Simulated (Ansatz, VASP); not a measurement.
## PbSe: VASP beside Ansatz

The input INCAR:

```
PREC = Accurate ; ENCUT = 520
EDIFF = 1E-6 ; ISMEAR = 0
SIGMA = 0.03 ; LREAL = False
LASPH = True ; NELM = 80
ALGO = Normal ; ISIF = 2
LWAVE = False ; LCHARG = False
GGA = PE ; IVDW = 12
NBANDS = 17
```

The input KPOINTS:

```
regular mesh
0
Gamma
  10 10 10
```

The input POSCAR:

```
PbSe
1.0
    0.0000000000      3.1851525713      3.1851525713
    3.1851525713      0.0000000000      3.1851525713
    3.1851525713      3.1851525713      0.0000000000
Pb Se
1 1
Direct
    0.0000000000      0.0000000000      0.0000000000
    0.5000000000      0.5000000000      0.5000000000
```

Input for Ansatz:

```yaml
crystal:
  lattice:
    - [0.0, 3.1851525713, 3.1851525713]
    - [3.1851525713, 0.0, 3.1851525713]
    - [3.1851525713, 3.1851525713, 0.0]
  atoms:
    - { symbol: Pb, position: [0.0, 0.0, 0.0] }
    - { symbol: Se, position: [0.5, 0.5, 0.5] }
basis:
  ecutwfc: 420
kpoints:
  mp_grid: { grid: [10, 10, 10] }
hamiltonian:
  xc: pbe
  dispersion: d3bj
scf:
  occupations: { method: gaussian, width: 0.03 }
output:
  forces: true
  stress: true
  eigenvalues: true
```

Alike in both runs: task single point; functional PBE; dispersion D3(BJ); k mesh 10 × 10 × 10; occupations gaussian, width 0.03 eV; no spin polarisation.

```csv
,VASP,Ansatz
version,VASP 6.6.1,Ansatz 0.2.0
potentials or method,"VASP PAW PBE potentials, release 64 (Pb_d, Se), cutoff 520 eV","scalar-relativistic, plane waves, PAW"
valence electrons in the cell,20,30
```

|  | VASP | Ansatz | Ansatz less VASP |
| --- | --- | --- | --- |
| gap on the k mesh at the Fermi level (eV) | 0.62 | 0.62 | -0.004 |
| least direct gap on the mesh (eV) | 0.62 | 0.62 | -0.004 |
| pressure (GPa) | -2.2 | -2.2 | +0.02 |

VASP's potentials hold 20 valence electrons a cell and Ansatz's 30, so a difference there can come from the potentials and not from the codes. Ansatz's warnings: dispersion switch in reach.

Neither program's run includes spin-orbit coupling.
